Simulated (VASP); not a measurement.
# Ir (Fm-3m) in VASP: a series of runs

Ir is run at these levels: LDA, PBE+D3(BJ); tasks: single point.

All numbers are computed with VASP 6.6.1; they aren't measurements. Logs are shortened: lines on timing, memory, paths and dates and some standing lists are left out, and cuts for length are marked.

## (1) The cell of the first run

The structure is cubic, space group Fm-3m (No. 225). Conventional cell: a = 3.854 Å, b = 3.854 Å, c = 3.854 Å, α = 90.00°, β = 90.00°, γ = 90.00°. Within 3.6 Å of Ir (site symmetry m-3m) lie 12 Ir at 2.73 Å.

## (2) Single point, LDA

Input file INCAR:

```
SYSTEM = Ir
PREC = Accurate ; ENCUT = 560
EDIFF = 1E-6 ; ISMEAR = 0
SIGMA = 0.1 ; LREAL = .FALSE.
LASPH = .TRUE. ; NELM = 120
ALGO = Normal ; ISIF = 2
LWAVE = .FALSE. ; LCHARG = .TRUE.
GGA = CA ; LELF = .TRUE.
LVHAR = .TRUE. ; NBANDS = 14
GGA_COMPAT = .FALSE.
```

Input file KPOINTS:

```
Automatic mesh
0
G
  6 6 6
  0 0 0
```

Input file POSCAR:

```
Ir
1.0
    0.0000000000      1.9269646676      1.9269646676
    1.9269646676      0.0000000000      1.9269646676
    1.9269646676      1.9269646676      0.0000000000
Ir
1
Direct
    0.0000000000      0.0000000000      0.0000000000
```

Potentials or basis: VASP PAW LDA potentials, release 64 (Ir_sv_GW).

Command:

```sh
$ cat potpaw_LDA.64/Ir_sv_GW/POTCAR > POTCAR
$ mpirun -np 1 vasp_std > vasp.out
```

OUTCAR:

```text
SYSTEM = Ir
   PREC = Accurate
   ENCUT = 560
   EDIFF = 1E-6
   ISMEAR = 0
   LREAL = .FALSE.
   LASPH = .TRUE.
   NELM = 120
   ISIF = 2
   GGA = CA

 ion  position               nearest neighbor table
   1  0.000  0.000  0.000-

  LATTYP: Found a face centered cubic cell.
 ALAT       =     3.8539293352

  Lattice vectors:

 A1 = (   0.0000000000,   1.9269646676,   1.9269646676)
 A2 = (   1.9269646676,   0.0000000000,   1.9269646676)
 A3 = (   1.9269646676,   1.9269646676,   0.0000000000)

Analysis of symmetry for initial positions (statically):
=====================================================================
 Subroutine PRICEL returns:
 Original cell was already a primitive cell.

 Routine SETGRP: Setting up the symmetry group for a
 face centered cubic supercell.

 Subroutine GETGRP returns: Found 48 space group operations
 (whereof 48 operations were pure point group operations)
 out of a pool of 48 trial point group operations.

The static configuration has the point symmetry O_h .

Analysis of symmetry for dynamics (positions and initial velocities):
=====================================================================
 Subroutine PRICEL returns:
 Original cell was already a primitive cell.

 Routine SETGRP: Setting up the symmetry group for a
 face centered cubic supercell.

 Subroutine GETGRP returns: Found 48 space group operations
 (whereof 48 operations were pure point group operations)
 out of a pool of 48 trial point group operations.

The dynamic configuration has the point symmetry O_h .

 Subroutine INISYM returns: Found 48 space group operations
 (whereof 48 operations are pure point group operations),
 and found     1 'primitive' translations

----------------------------------------------------------------------------------------

                                     Primitive cell

  volume of cell :      14.3104

  direct lattice vectors                    reciprocal lattice vectors
     0.000000000  1.926964668  1.926964668    -0.259475437  0.259475437  0.259475437
     1.926964668  0.000000000  1.926964668     0.259475437 -0.259475437  0.259475437
     1.926964668  1.926964668  0.000000000     0.259475437  0.259475437 -0.259475437

  length of vectors
     2.725139567  2.725139567  2.725139567     0.449424641  0.449424641  0.449424641

  position of ions in fractional coordinates (direct lattice)
     0.000000000  0.000000000  0.000000000

  ion indices of the primitive-cell ions
   primitive index   ion index
                 1           1

----------------------------------------------------------------------------------------

 KPOINTS: Automatic mesh

Automatic generation of k-mesh.
 Grid dimensions read from file:
 generate k-points for:    6    6    6

 Generating k-lattice:

  Cartesian coordinates                     Fractional coordinates (reciprocal lattice)
    -0.043245906  0.043245906  0.043245906     0.166666667  0.000000000  0.000000000
     0.043245906 -0.043245906  0.043245906     0.000000000  0.166666667  0.000000000
     0.043245906  0.043245906 -0.043245906     0.000000000  0.000000000  0.166666667

  Length of vectors
     0.074904107  0.074904107  0.074904107

  Shift w.r.t. Gamma in fractional coordinates (k-lattice)
     0.000000000  0.000000000  0.000000000

 Subroutine IBZKPT returns following result:
 ===========================================

 Found     16 irreducible k-points:

 Following reciprocal coordinates:
            Coordinates               Weight
  0.000000  0.000000  0.000000      1.000000
  0.166667  0.000000  0.000000      8.000000
  0.333333  0.000000  0.000000      8.000000
  0.500000  0.000000  0.000000      4.000000
  0.166667  0.166667  0.000000      6.000000
  0.333333  0.166667  0.000000     24.000000
[... 8 lines left out ...]
 -0.333333  0.333333  0.166667     24.000000
 -0.333333  0.500000  0.166667     12.000000
   k-points           NKPTS =     16   k-points in BZ     NKDIM =     16   number of bands    NBANDS=     14
   number of dos      NEDOS =    301   number of ions     NIONS =      1
   total plane-waves  NPLWV =  13824
   dimension x,y,z NGX =    24 NGY =   24 NGZ =   24
   dimension x,y,z NGXF=    48 NGYF=   48 NGZF=   48
   ions per type =               1
   NGX,Y,Z   is equivalent  to a cutoff of  14.64, 14.64, 14.64 a.u.
   NGXF,Y,Z  is equivalent  to a cutoff of  29.28, 29.28, 29.28 a.u.
 SYSTEM =  Ir
   PREC   = accura    normal or accurate (medium, high low for compatibility)
   ISTART =      0    job   : 0-new  1-cont  2-samecut
   ICHARG =      2    charge: 1-file 2-atom 10-const
   ISPIN  =      1    spin polarized calculation?
   LNONCOLLINEAR =      F non collinear calculations
   LSORBIT =      F    spin-orbit coupling
   LASPH  =      T    aspherical Exc in radial PAW
   ENCUT  =  560.0 eV  41.16 Ry    6.42 a.u.   5.26  5.26  5.26*2*pi/ulx,y,z
   NELM   =    120;   NELMIN=  2; NELMDL= -5     # of ELM steps
   EDIFF  = 0.1E-05   stopping-criterion for ELM
   LREAL  =      F    real-space projection
   EDIFFG = 0.1E-04   stopping-criterion for IOM
   NSW    =      0    number of steps for IOM
   IBRION =     -1    ionic relax: 0-MD 1-quasi-New 2-CG
   NFREE  =      0    steps in history (QN), initial steepest desc. (CG)
   ISIF   =      2    stress and relaxation
   ISYM   =      2    0-nonsym 1-usesym 2-fastsym
   POTIM  = 0.5000    time-step for ionic-motion
   TEBEG  =    0.0;   TEEND  =   0.0 temperature during run
   PSTRESS=    0.0 pullay stress
   NELECT =      17.0000    total number of electrons
   NUPDOWN=      -1.0000    fix difference up-down
   EMIN   =  10.00;   EMAX   =-10.00  energy-range for DOS
   EFERMI =   0.00;   METHOD = LEGACY
   ISMEAR =     0;   SIGMA  =   0.10  broadening in eV -4-tet -1-fermi 0-gaus
   EFERMI_NEDOS =   21; number of points for ismear=-14 and -15
   IALGO  =     38    algorithm
   IMIX   =      4    mixing-type and parameters
     AMIX     =   0.40;   BMIX     =  1.00
     AMIX_MAG =   1.60;   BMIX_MAG =  1.00
  volume/ion in A,a.u.               =      14.31        96.57
  Fermi-wavevector in a.u.,A,eV,Ry     =   1.733833  3.276470 40.901543  3.006179
  Thomas-Fermi vector in A             =   2.807745
   LORBIT       =      0    0 simple, 1 ext, 2 COOP (PROOUT), +10 PAW based schemes
   GGA     = CA    functional components
   LHFCALC =     F    Hartree Fock is set to
   AEXX    =    0.0000 exact exchange contribution
   IVDW    =     0    specifies the selected vdW correction
   LEPSILON=     F    determine dielectric tensor
   LRPA    =     F    only Hartree local field effects (RPA)
 non-spin polarized calculation
 Gauss-broadening in eV      SIGMA  =   0.10
  energy-cutoff  :      560.00
  volume of cell :       14.31
 maximum number of plane-waves:       444
 NGX is ok and might be reduce to    24
   NGX = 11   NGY = 11   NGZ = 11

 number of electron      17.0000000 magnetization

 Free energy of the ion-electron system (eV)
  ---------------------------------------------------
  ext. energy  EPLUGINS =         0.00000000
  ---------------------------------------------------
  free energy    TOTEN  =       -10.83084855 eV

  energy without entropy =      -10.82394633  energy(sigma->0) =      -10.82739744

 E-fermi :  11.9772     XC(G=0): -14.7158

 val. band max:       11.8985405198   @ k =   0.3333   0.3333   0.0000
 cond. band min:      12.1797328019   @ k =   0.3333   0.0000   0.0000
 fundamental gap:      0.2811922821
 Fermi energy:        11.9771757268

 k-point     1 :       0.0000    0.0000    0.0000
  band No.  band energies     occupation
      1     -80.1173      2.00000
      2     -36.7878      2.00000
      3     -36.7878      2.00000
      4     -36.7878      2.00000
      5       1.4641      2.00000
      6       8.5764      2.00000
      7       8.5764      2.00000
      8       8.5764      2.00000
      9      11.2322      2.00000
     10      11.2322      2.00000
     11      26.1268      0.00000
     12      31.5191      0.00000
     13      31.5191      0.00000
     14      31.5191      0.00000

 k-point     2 :       0.1667    0.0000    0.0000
  band No.  band energies     occupation
      1     -80.1023      2.00000
      2     -36.9856      2.00000
      3     -36.8156      2.00000
      4     -36.8156      2.00000
      5       2.6036      2.00000
      6       8.1093      2.00000
      7       8.9632      2.00000
      8       8.9632      2.00000
      9      11.0751      2.00000
     10      11.0751      2.00000
     11      27.7331      0.00000
     12      28.3107      0.00000
     13      33.4699      0.00000
     14      33.4699      0.00000

 k-point     3 :       0.3333    0.0000    0.0000
  band No.  band energies     occupation
      1     -80.0706      2.00000
      2     -37.3679      2.00000
      3     -36.8699      2.00000
      4     -36.8699      2.00000
      5       4.3121      2.00000
      6       8.7970      2.00000
      7       8.7970      2.00000
      8       8.9969      2.00000
      9      12.1797      0.00418
     10      12.1797      0.00418
     11      23.5308      0.00000
     12      27.4476      0.00000
     13      34.3257      0.00000
     14      34.3257      0.00000
[... 188 lines left out ...]
 k-point    15 :      -0.3333    0.3333    0.1667
  band No.  band energies     occupation
      1     -80.0391      2.00000
      2     -37.3862      2.00000
      3     -37.1970      2.00000
      4     -37.0076      2.00000
      5       6.6904      2.00000
      6       6.7444      2.00000
      7       8.1925      2.00000
      8      10.5477      2.00000
      9      13.0267      0.00000
     10      18.9458      0.00000
     11      19.2444      0.00000
     12      25.7091      0.00000
     13      27.3225      0.00000
     14      33.2730      0.00000

 k-point    16 :      -0.3333    0.5000    0.1667
  band No.  band energies     occupation
      1     -80.0340      2.00000
      2     -37.4035      2.00000
      3     -37.1849      2.00000
      4     -37.0784      2.00000
      5       5.7264      2.00000
      6       6.2930      2.00000
      7       9.4047      2.00000
      8      11.4294      2.00000
      9      13.8614      0.00000
     10      19.1836      0.00000
     11      20.7185      0.00000
     12      22.9452      0.00000
     13      25.5397      0.00000
     14      36.7142      0.00000

------------------------ aborting loop because EDIFF is reached ----------------------------------------

  FORCE on cell =-STRESS in cart. coord.  units (eV):
  Direction    XX          YY          ZZ          XY          YZ          ZX
  --------------------------------------------------------------------------------------
  -------------------------------------------------------------------------------------
  Total       -1.0830844     -1.0830844     -1.0830844      0.0000000      0.0000000      0.0000000
  in kB     -121.2611323   -121.2611323   -121.2611323      0.0000000      0.0000000      0.0000000
  external PRESSURE =    -121.2611323 kB  Pullay stress =       0.0000000 kB

 VOLUME and BASIS-vectors are now :
 -----------------------------------------------------------------------------
  energy-cutoff  :      560.00
  volume of cell :       14.31
      direct lattice vectors                 reciprocal lattice vectors
     0.000000000  1.926964668  1.926964668    -0.259475437  0.259475437  0.259475437
     1.926964668  0.000000000  1.926964668     0.259475437 -0.259475437  0.259475437
     1.926964668  1.926964668  0.000000000     0.259475437  0.259475437 -0.259475437

 POSITION                                       TOTAL-FORCE (eV/Angst)
 -----------------------------------------------------------------------------------
      0.00000      0.00000      0.00000         0.000000     -0.000000     -0.000000
 -----------------------------------------------------------------------------------
    total drift:                               -0.000000     -0.000000     -0.000000

  FREE ENERGIE OF THE ION-ELECTRON SYSTEM (eV)
  ---------------------------------------------------
  free  energy   TOTEN  =       -10.8308485535 eV

  energy  without entropy=      -10.8239463350  energy(sigma->0) =      -10.82739744
```

It took 4.6 s on 1 thread of AMD EPYC 7R13 (Zen 3), shared host; peak memory 0.1 GiB.

Results:

* Free energy: -10.8308 eV
* Pressure: -12.1 GPa
* Band gap on the k mesh: zero (an odd number of electrons rules out a gap without spin polarisation)

Levels at points of the mesh, in eV from the Fermi level:
```csv
k point,band 5,band 6,band 7,band 8,band 9,band 10,band 11,band 12
"(0.00, 0.00, 0.00)",-10.51,-3.40,-3.40,-3.40,-0.74,-0.74,14.15,19.54
"(0.50, 0.00, 0.00)",-7.54,-3.50,-3.50,-0.22,1.31,1.31,7.60,13.80
"(0.50, 0.50, 0.00)",-7.34,-6.79,1.29,1.88,1.88,2.19,10.82,11.89
```

Caveat: the k points lie up to 0.47 Å⁻¹ apart, too coarse for converged energies and pressures of a metal; spin-orbit coupling is left out, which moves the levels of the heavy elements.

## (3) Single point, PBE+D3(BJ)

Input file INCAR:

```
SYSTEM = Ir
  PREC = Accurate
  ENCUT = 560
  EDIFF = 1E-6
  ISMEAR = -5
  SIGMA = 0.1
  LREAL = .False.
  LASPH = .True.
  NELM = 120
  ALGO = Normal
  ISIF = 2
  LWAVE = .False.
  LCHARG = .True.
  GGA = PE
  IVDW = 12
  LELF = .True.
  LVHAR = .True.
  NBANDS = 14
  GGA_COMPAT = .False.
```

Input file KPOINTS:

```
Automatic mesh
0
Gamma
  3 3 3
  0 0 0
```

POSCAR is that of step 2.

Potentials or basis: VASP PAW PBE potentials, release 64 (Ir_sv_GW).

Command:

```sh
$ cat potpaw_PBE.64/Ir_sv_GW/POTCAR > POTCAR
$ mpirun -np 1 vasp_std > vasp.out
```

OUTCAR:

```text
SYSTEM = Ir
   PREC = Accurate
   ENCUT = 560
   EDIFF = 1E-6
   ISMEAR = -5
   LREAL = .False.
   LASPH = .True.
   NELM = 120
   ISIF = 2
   GGA = PE
   IVDW = 12
 IVDW          = 12

 ion  position               nearest neighbor table
   1  0.000  0.000  0.000-

  LATTYP: Found a face centered cubic cell.
 ALAT       =     3.8539293352

  Lattice vectors:

 A1 = (   0.0000000000,   1.9269646676,   1.9269646676)
 A2 = (   1.9269646676,   0.0000000000,   1.9269646676)
 A3 = (   1.9269646676,   1.9269646676,   0.0000000000)

Analysis of symmetry for initial positions (statically):
=====================================================================
 Subroutine PRICEL returns:
 Original cell was already a primitive cell.

 Routine SETGRP: Setting up the symmetry group for a
 face centered cubic supercell.

 Subroutine GETGRP returns: Found 48 space group operations
 (whereof 48 operations were pure point group operations)
 out of a pool of 48 trial point group operations.

The static configuration has the point symmetry O_h .

Analysis of symmetry for dynamics (positions and initial velocities):
=====================================================================
 Subroutine PRICEL returns:
 Original cell was already a primitive cell.

 Routine SETGRP: Setting up the symmetry group for a
 face centered cubic supercell.

 Subroutine GETGRP returns: Found 48 space group operations
 (whereof 48 operations were pure point group operations)
 out of a pool of 48 trial point group operations.

The dynamic configuration has the point symmetry O_h .

 Subroutine INISYM returns: Found 48 space group operations
 (whereof 48 operations are pure point group operations),
 and found     1 'primitive' translations

----------------------------------------------------------------------------------------
[... 97 lines left out ...]
   GGA     = PE    functional components
   LHFCALC =     F    Hartree Fock is set to
   AEXX    =    0.0000 exact exchange contribution
   IVDW    =    12    specifies the selected vdW correction
   LEPSILON=     F    determine dielectric tensor
   LRPA    =     F    only Hartree local field effects (RPA)
 non-spin polarized calculation
 Fermi weights with tetrahedron method with Bloechl corrections
  energy-cutoff  :      560.00
  volume of cell :       14.31
 maximum number of plane-waves:       432
 NGX is ok and might be reduce to    24
   NGX = 11   NGY = 11   NGZ = 11

 number of electron      17.0000000 magnetization

 Free energy of the ion-electron system (eV)
  ---------------------------------------------------
  ext. energy  EPLUGINS =         0.00000000
  ---------------------------------------------------
  free energy    TOTEN  =        -8.17654048 eV

  energy without entropy =       -8.17654048  energy(sigma->0) =       -8.17654048

 E-fermi :  12.4040     XC(G=0): -14.4955

 val. band max:       12.3897410739   @ k =   0.3333   0.0000   0.0000
 cond. band min:      12.3897410953   @ k =   0.3333   0.0000   0.0000
 fundamental gap:      0.0000000214
 Fermi energy:        12.4039993478

 k-point     1 :       0.0000    0.0000    0.0000
  band No.  band energies     occupation
      1     -80.3824      2.00000
      2     -36.8108      2.00000
      3     -36.8108      2.00000
      4     -36.8108      2.00000
      5       1.6870      2.00000
      6       8.8215      2.00000
      7       8.8215      2.00000
      8       8.8215      2.00000
      9      11.4334      2.00000
     10      11.4334      3.10392
     11      26.3462      0.00000
     12      31.7673      0.00000
     13      31.7673      0.00000
     14      31.7673      0.00000
[... 37 lines left out ...]
      1     -80.3065      2.00000
      2     -37.3213      2.00000
      3     -37.3182      2.00000
      4     -36.9968      2.00000
      5       6.2985      2.00000
      6       7.4199      2.00000
      7       8.8422      2.00000
      8      11.0329      2.00000
      9      12.6341     -0.09255
     10      17.5897     -0.00934
     11      22.4859      0.00000
     12      23.4537      0.00000
     13      30.1646      0.00000
     14      31.8408      0.00000

------------------------ aborting loop because EDIFF is reached ----------------------------------------

 Edisp (eV)   -0.72638

 E8    (eV) :    -0.3387

  FORCE on cell =-STRESS in cart. coord.  units (eV):
  Direction    XX          YY          ZZ          XY          YZ          ZX
  --------------------------------------------------------------------------------------
  -------------------------------------------------------------------------------------
  Total       1.61474     1.61474     1.61474    -0.00000     0.00000    -0.00000
  in kB     180.78433   180.78433   180.78433    -0.00000     0.00000    -0.00000
  external pressure =      180.78 kB  Pullay stress =        0.00 kB

 VOLUME and BASIS-vectors are now :
 -----------------------------------------------------------------------------
  energy-cutoff  :      560.00
  volume of cell :       14.31
      direct lattice vectors                 reciprocal lattice vectors
     0.000000000  1.926964668  1.926964668    -0.259475437  0.259475437  0.259475437
     1.926964668  0.000000000  1.926964668     0.259475437 -0.259475437  0.259475437
     1.926964668  1.926964668  0.000000000     0.259475437  0.259475437 -0.259475437

 POSITION                                       TOTAL-FORCE (eV/Angst)
 -----------------------------------------------------------------------------------
      0.00000      0.00000      0.00000         0.000000      0.000000      0.000000
 -----------------------------------------------------------------------------------
    total drift:                                0.000000      0.000000      0.000000

  FREE ENERGIE OF THE ION-ELECTRON SYSTEM (eV)
  ---------------------------------------------------
  free  energy   TOTEN  =        -8.9029222488 eV

  energy  without entropy=       -8.9029222488  energy(sigma->0) =       -8.90292225
```

Run time: 4.7 s. Hardware: 1 thread of Intel Xeon Platinum 8259CL at 2.50GHz (Skylake/Cascade Lake), shared host; peak memory 0.15 GiB.

What came out:

- Free energy: -8.9029 eV
- Pressure: 18.1 GPa
- Band gap on the k mesh: zero (an odd number of electrons rules out a gap without spin polarisation)
- Dispersion energy per atom: -0.726 eV

Caveat: the k points lie up to 0.94 Å⁻¹ apart, too coarse for converged energies and pressures of a metal; three body term missing; spin-orbit coupling is left out, which moves the levels of the heavy elements; tetrahedron occupations give inexact forces and stress in metals.

The gap in the log of VASP goes by the Fermi energy; the results here count the filled bands.